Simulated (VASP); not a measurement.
# Al in VASP: a series of runs

The runs below take Al through single point, with PBE.

All numbers are computed with VASP 6.6.1; they aren't measurements. Logs are shortened: lines on timing, memory, paths and dates and some standing lists are left out, and cuts for length are marked.

## Step 1: The cell of the first run

It takes space group Cmc2_1 (No. 36, orthorhombic). Conventional cell: a = 2.842 Å, b = 4.915 Å, c = 9.496 Å, α = 90.00°, β = 90.00°, γ = 90.00°. Al (site symmetry m) has 12 Al at 2.84 to 2.90 Å within 3.7 Å. Al (site symmetry m) has 12 Al at 2.84 to 2.90 Å within 3.7 Å.

## Step 2: Single point, PBE

INCAR

```
SYSTEM = Al
PREC = Accurate
ENCUT = 520
EDIFF = 1E-6
ISMEAR = 0
SIGMA = 0.1
LREAL = .FALSE.
LASPH = .TRUE.
NELM = 60
ALGO = Fast
ISIF = 2
LWAVE = .FALSE.
LCHARG = .FALSE.
GGA = PE
NBANDS = 14
```

KPOINTS

```
Automatic mesh
0
G
  8 8 2
  0 0 0
```

POSCAR

```
Al
1.0
    1.4211014813     -2.4576926281      0.0000000000
    1.4211014813      2.4576926281      0.0000000000
    0.0000000000      0.0000000000      9.4960250402
Al
4
Direct
   -0.0007096238      1.0007096238      0.0000590332
    0.3383313283      0.6616686717      0.2499409668
    1.0007096238     -0.0007096238      0.5000590332
    0.6616686717      0.3383313283      0.7499409668
```

Potentials or basis: VASP PAW PBE potentials, release 64 (Al).

On the command line:

```bash
cat potpaw_PBE.64/Al/POTCAR > POTCAR
mpirun -np 1 vasp_std > vasp.out
```

OUTCAR:

```text
SYSTEM = Al
   PREC = Accurate
   ENCUT = 520
   EDIFF = 1E-6
   ISMEAR = 0
   LREAL = .FALSE.
   LASPH = .TRUE.
   NELM = 60
   ISIF = 2
   GGA = PE

 ion  position               nearest neighbor table
   1  0.999  0.001  0.000-   2 2.88   2 2.88   4 2.88   4 2.88   4 2.90   2 2.90
   2  0.338  0.662  0.250-   1 2.88   1 2.88   3 2.88   3 2.88   3 2.90   1 2.90
   3  0.001  0.999  0.500-   4 2.88   4 2.88   2 2.88   2 2.88   2 2.90   4 2.90
   4  0.662  0.338  0.750-   3 2.88   3 2.88   1 2.88   1 2.88   1 2.90   3 2.90

  LATTYP: Found a base centered orthorhombic cell.
 ALAT       =     2.8422029626
 B/A-ratio  =     1.7294279546
 C/A-ratio  =     3.3410791436

  Lattice vectors:

 A1 = (   1.4211014813,  -2.4576926281,   0.0000000000)
 A2 = (   1.4211014813,   2.4576926281,   0.0000000000)
 A3 = (   0.0000000000,   0.0000000000,   9.4960250402)

Analysis of symmetry for initial positions (statically):
=====================================================================
 Subroutine PRICEL returns:
 Original cell was already a primitive cell.

 Routine SETGRP: Setting up the symmetry group for a
 base centered orthorhombic supercell.

 Subroutine GETGRP returns: Found  4 space group operations
 (whereof  2 operations were pure point group operations)
 out of a pool of  8 trial point group operations.

The static configuration has the point symmetry C_1h.
 The point group associated with its full space group is C_2v.

Analysis of symmetry for dynamics (positions and initial velocities):
=====================================================================
 Subroutine PRICEL returns:
 Original cell was already a primitive cell.

 Routine SETGRP: Setting up the symmetry group for a
 base centered orthorhombic supercell.

 Subroutine GETGRP returns: Found  4 space group operations
 (whereof  2 operations were pure point group operations)
 out of a pool of  8 trial point group operations.

The dynamic configuration has the point symmetry C_1h.
 The point group associated with its full space group is C_2v.

 Subroutine INISYM returns: Found  4 space group operations
 (whereof  2 operations are pure point group operations),
 and found     1 'primitive' translations

----------------------------------------------------------------------------------------

                                     Primitive cell

  volume of cell :      66.3322

  direct lattice vectors                    reciprocal lattice vectors
     1.421101481 -2.457692628  0.000000000     0.351839757 -0.203442853  0.000000000
     1.421101481  2.457692628  0.000000000     0.351839757  0.203442853  0.000000000
     0.000000000  0.000000000  9.496025040     0.000000000  0.000000000  0.105307220

  length of vectors
     2.838975603  2.838975603  9.496025040     0.406423682  0.406423682  0.105307220

  position of ions in fractional coordinates (direct lattice)
     0.999290376  0.000709624  0.000059033
     0.338331328  0.661668672  0.249940967
     0.000709624  0.999290376  0.500059033
     0.661668672  0.338331328  0.749940967

  ion indices of the primitive-cell ions
   primitive index   ion index
                 1           1
                 2           2
                 3           3
                 4           4

----------------------------------------------------------------------------------------

 KPOINTS: Automatic mesh

Automatic generation of k-mesh.
 Grid dimensions read from file:
 generate k-points for:    8    8    2

 Generating k-lattice:

  Cartesian coordinates                     Fractional coordinates (reciprocal lattice)
     0.043979970 -0.025430357  0.000000000     0.125000000  0.000000000  0.000000000
     0.043979970  0.025430357  0.000000000     0.000000000  0.125000000  0.000000000
     0.000000000  0.000000000  0.052653610     0.000000000  0.000000000  0.500000000

  Length of vectors
     0.050802960  0.050802960  0.052653610

  Shift w.r.t. Gamma in fractional coordinates (k-lattice)
     0.000000000  0.000000000  0.000000000

 Subroutine IBZKPT returns following result:
 ===========================================

 Found     42 irreducible k-points:

 Following reciprocal coordinates:
            Coordinates               Weight
  0.000000  0.000000  0.000000      1.000000
  0.125000  0.000000  0.000000      4.000000
  0.250000  0.000000  0.000000      4.000000
  0.375000 -0.000000  0.000000      4.000000
  0.500000  0.000000  0.000000      2.000000
  0.125000  0.125000  0.000000      2.000000
[... 16 lines left out ...]
  0.125000  0.000000  0.500000      4.000000
  0.250000  0.000000  0.500000      4.000000
 [... further k-points ...]
   k-points           NKPTS =     42   k-points in BZ     NKDIM =     42   number of bands    NBANDS=     14
   number of dos      NEDOS =    301   number of ions     NIONS =      4
   total plane-waves  NPLWV =  41472
   dimension x,y,z NGX =    24 NGY =   24 NGZ =   72
   dimension x,y,z NGXF=    48 NGYF=   48 NGZF=  144
   ions per type =               4
   NGX,Y,Z   is equivalent  to a cutoff of  14.05, 14.05, 12.60 a.u.
   NGXF,Y,Z  is equivalent  to a cutoff of  28.11, 28.11, 25.21 a.u.
 SYSTEM =  Al
   PREC   = accura    normal or accurate (medium, high low for compatibility)
   ISTART =      0    job   : 0-new  1-cont  2-samecut
   ICHARG =      2    charge: 1-file 2-atom 10-const
   ISPIN  =      1    spin polarized calculation?
   LNONCOLLINEAR =      F non collinear calculations
   LSORBIT =      F    spin-orbit coupling
   LASPH  =      T    aspherical Exc in radial PAW
   ENCUT  =  520.0 eV  38.22 Ry    6.18 a.u.   5.28  5.28 17.66*2*pi/ulx,y,z
   NELM   =     60;   NELMIN=  2; NELMDL= -5     # of ELM steps
   EDIFF  = 0.1E-05   stopping-criterion for ELM
   LREAL  =      F    real-space projection
   EDIFFG = 0.1E-04   stopping-criterion for IOM
   NSW    =      0    number of steps for IOM
   IBRION =     -1    ionic relax: 0-MD 1-quasi-New 2-CG
   NFREE  =      0    steps in history (QN), initial steepest desc. (CG)
   ISIF   =      2    stress and relaxation
   ISYM   =      2    0-nonsym 1-usesym 2-fastsym
   POTIM  = 0.5000    time-step for ionic-motion
   TEBEG  =    0.0;   TEEND  =   0.0 temperature during run
   PSTRESS=    0.0 pullay stress
   NELECT =      12.0000    total number of electrons
   NUPDOWN=      -1.0000    fix difference up-down
   EMIN   =  10.00;   EMAX   =-10.00  energy-range for DOS
   EFERMI =   0.00;   METHOD = LEGACY
   ISMEAR =     0;   SIGMA  =   0.10  broadening in eV -4-tet -1-fermi 0-gaus
   EFERMI_NEDOS =   21; number of points for ismear=-14 and -15
   IALGO  =     68    algorithm
   IMIX   =      4    mixing-type and parameters
     AMIX     =   0.40;   BMIX     =  1.00
     AMIX_MAG =   1.60;   BMIX_MAG =  1.00
  volume/ion in A,a.u.               =      16.58       111.91
  Fermi-wavevector in a.u.,A,eV,Ry     =   0.925892  1.749682 11.663952  0.857276
  Thomas-Fermi vector in A             =   2.051796
   LORBIT       =      0    0 simple, 1 ext, 2 COOP (PROOUT), +10 PAW based schemes
   GGA     = PE    functional components
   LHFCALC =     F    Hartree Fock is set to
   AEXX    =    0.0000 exact exchange contribution
   IVDW    =     0    specifies the selected vdW correction
   LEPSILON=     F    determine dielectric tensor
   LRPA    =     F    only Hartree local field effects (RPA)
 non-spin polarized calculation
 RMM-DIIS sequential band-by-band and
 Gauss-broadening in eV      SIGMA  =   0.10
  energy-cutoff  :      520.00
  volume of cell :       66.33
 maximum number of plane-waves:      1805
 NGX is ok and might be reduce to    24
   NGX = 11   NGY = 11   NGZ = 35

 number of electron      12.0000000 magnetization

 Free energy of the ion-electron system (eV)
  ---------------------------------------------------
  ext. energy  EPLUGINS =         0.00000000
  ---------------------------------------------------
  free energy    TOTEN  =       -14.73178780 eV

  energy without entropy =      -14.71746492  energy(sigma->0) =      -14.72462636

 E-fermi :   8.0197     XC(G=0): -10.1799

 val. band max:        8.0084841560   @ k =   0.5000   0.2500   0.0000
 cond. band min:       8.0284337621   @ k =   0.2500   0.2500   0.0000
 fundamental gap:      0.0199496061
 Fermi energy:         8.0196675689

 k-point     1 :       0.0000    0.0000    0.0000
  band No.  band energies     occupation
      1      -3.1548      2.00000
      2      -1.5257      2.00000
      3      -1.5196      2.00000
      4       3.2621      2.00000
      5       3.2782      2.00000
      6      10.9417      0.00000
      7      10.9516      0.00000
      8      18.9065      0.00000
      9      18.9636      0.00000
     10      19.0869      0.00000
     11      19.1126      0.00000
     12      19.8606      0.00000
     13      20.0209      0.00000
     14      20.0829      0.00000

 k-point     2 :       0.1250    0.0000    0.0000
  band No.  band energies     occupation
      1      -2.7732      2.00000
      2      -1.1484      2.00000
      3      -1.1422      2.00000
      4       3.6172      2.00000
      5       3.6509      2.00000
      6      11.2473      0.00000
      7      11.2714      0.00000
      8      14.7131      0.00000
      9      16.0407      0.00000
     10      16.1352      0.00000
     11      16.7422      0.00000
     12      18.1043      0.00000
     13      18.1324      0.00000
     14      18.2201      0.00000
[... 343 lines left out ...]
      1      -2.3645      2.00000
      2      -2.3645      2.00000
      3       0.8645      2.00000
      4       0.8645      2.00000
      5       7.1221      2.00000
      6       7.1221      2.00000
      7      14.9105      0.00000
      8      14.9105      0.00000
      9      16.0786      0.00000
     10      16.0786      0.00000
     11      17.0896      0.00000
     12      17.0896      0.00000
     13      17.7170      0.00000
     14      17.7170      0.00000

 k-point    24 :       0.2500    0.0000    0.5000
  band No.  band energies     occupation
      1      -1.2292      2.00000
      2      -1.2292      2.00000
      3       1.9729      2.00000
      4       1.9729      2.00000
      5       8.1140      0.18221
      6       8.1140      0.18221
      7      10.5892      0.00000
      8      10.5892      0.00000
      9      13.4330      0.00000
     10      13.4330      0.00000
     11      15.4619      0.00000
     12      15.4619      0.00000
     13      16.4177      0.00000
     14      16.4177      0.00000

 [... further k-points ...]
[... 5 lines left out ...]
  --------------------------------------------------------------------------------------
  -------------------------------------------------------------------------------------
  Total       -0.1576086     -0.0730919     -0.0049412      0.0000000      0.0000000      0.0000000
  in kB       -3.8068511     -1.7654507     -0.1193489      0.0000000      0.0000000      0.0000000
  external PRESSURE =      -1.8972169 kB  Pullay stress =       0.0000000 kB

 VOLUME and BASIS-vectors are now :
 -----------------------------------------------------------------------------
  energy-cutoff  :      520.00
  volume of cell :       66.33
      direct lattice vectors                 reciprocal lattice vectors
     1.421101481 -2.457692628  0.000000000     0.351839757 -0.203442853  0.000000000
     1.421101481  2.457692628  0.000000000     0.351839757  0.203442853  0.000000000
     0.000000000  0.000000000  9.496025040     0.000000000  0.000000000  0.105307220

 POSITION                                       TOTAL-FORCE (eV/Angst)
 -----------------------------------------------------------------------------------
      1.42110     -2.45420      0.00056         0.000000     -0.001926     -0.006295
      1.42110      0.79466      2.37345         0.000000      0.022869      0.006295
      1.42110      2.45420      4.74857         0.000000      0.001926     -0.006295
      1.42110     -0.79466      7.12146         0.000000     -0.022869      0.006295
 -----------------------------------------------------------------------------------
    total drift:                               -0.000000      0.000000     -0.000002

  FREE ENERGIE OF THE ION-ELECTRON SYSTEM (eV)
  ---------------------------------------------------
  free  energy   TOTEN  =       -14.7317878036 eV

  energy  without entropy=      -14.7174649197  energy(sigma->0) =      -14.72462636
```

Wall time 27 s (1 thread of Intel Xeon Platinum 8259CL at 2.50GHz (Skylake/Cascade Lake), shared host); peak memory 0.19 GiB.

Results:

```
Free energy            : -14.7318 eV
Pressure               : -0.2 GPa
Largest force          : 0.024 eV/Å
Band gap on the k mesh : zero (band 6 reaches 11.59 eV, above the bottom of band 7 at 6.72 eV)
```

Forces in eV/Å, atoms in the order of the input:
```
Al   0.000 -0.002 -0.006
Al   0.000  0.023  0.006
Al   0.000  0.002 -0.006
Al   0.000 -0.023  0.006
```

(Continued in part 2 of 2.)
